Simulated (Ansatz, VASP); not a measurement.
## Two plane-wave programs on SiNi

File INCAR:

```
PREC = Accurate ; ENCUT = 520
EDIFF = 1E-6 ; ISMEAR = -1
SIGMA = 0.05 ; LREAL = F
LASPH = T ; NELM = 150
ALGO = Normal ; ISIF = 2
LWAVE = F ; LCHARG = F
ISPIN = 2 ; MAGMOM = 0.75 0.75 0.75 0.75 0 0 0 0
LORBIT = 11 ; NUPDOWN = 3.0
LMAXMIX = 4 ; GGA = PS
NBANDS = 42
```

Contents of KPOINTS:

```
Automatic mesh
0
Gamma
  5 5 5
```

POSCAR

```
SiNi
1.0
    4.5036940000      0.0000000000      0.0000000000
    0.0000000000      4.5036940000      0.0000000000
    0.0000000000      0.0000000000      4.5036940000
Ni Si
4 4
Direct
    0.1495040000      0.1495040000      0.1495040000
    0.6495040000      0.3504960000      0.8504960000
    0.8504960000      0.6495040000      0.3504960000
    0.3504960000      0.8504960000      0.6495040000
    0.8468300000      0.8468300000      0.8468300000
    0.3468300000      0.6531700000      0.1531700000
    0.1531700000      0.3468300000      0.6531700000
    0.6531700000      0.1531700000      0.3468300000
```

Contents of input.yaml:

```yaml
crystal:
  lattice:
    - [4.503694, 0.0, 0.0]
    - [0.0, 4.503694, 0.0]
    - [0.0, 0.0, 4.503694]
  atoms:
    - { symbol: Ni, position: [0.149504, 0.149504, 0.149504], spin: 0.75 }
    - { symbol: Ni, position: [0.649504, 0.350496, 0.850496], spin: 0.75 }
    - { symbol: Ni, position: [0.850496, 0.649504, 0.350496], spin: 0.75 }
    - { symbol: Ni, position: [0.350496, 0.850496, 0.649504], spin: 0.75 }
    - { symbol: Si, position: [0.84683, 0.84683, 0.84683] }
    - { symbol: Si, position: [0.34683, 0.65317, 0.15317] }
    - { symbol: Si, position: [0.15317, 0.34683, 0.65317] }
    - { symbol: Si, position: [0.65317, 0.15317, 0.34683] }
hamiltonian:
  xc: pbesol
  pseudopotentials: { kind: paw }
magnetization:
  spin_polarized: true
  initial_magnetization: 3.0
  spin_locking: { lock_magnetization: hard }
kpoints:
  mp_grid: { grid: [5, 5, 5] }
scf:
  occupations: { method: fermi_dirac, width: 0.05 }
  lower_state_search: "off"
output:
  forces: true
  stress: true
  eigenvalues: true
```

Alike in both runs: task single point; functional PBEsol; k mesh 5 × 5 × 5; occupations fermi-dirac, width 0.05 eV; collinear spin; fixed moment 3 μB.

|  | VASP | Ansatz |
| --- | --- | --- |
| version | VASP 6.6.1 | Ansatz 0.2.0 |
| potentials or method | VASP PAW PBE potentials, release 64 (Ni, Si) | Ansatz PAW |
| plane-wave cutoff (eV) | 520 | 420 |
| valence electrons in the cell | 56 | 88 |

VASP gave:

| Quantity | Value |
| --- | --- |
| pressure (GPa) | -0.3 |
| rms of the force components (eV/Å) | 0.051 |
| net moment per atom (μB) | 0.38 |
| size of the moment on the site where the two differ most (μB) | 0.12 |

Which values does Ansatz return?

Pressure (GPa): -0.5; rms of the force components (eV/Å): 0.051; net moment per atom (μB): 0.38; size of the moment on the site where the two differ most (μB): 0.13.

VASP's potentials were made for PBE, not for PBEsol. Site moments also hang on the region over which each program counts them. Atom by atom the forces differ by 0.001 eV/Å (rms over components). VASP's potentials hold 56 valence electrons a cell and Ansatz's 88, so a difference there can come from the potentials and not from the codes.
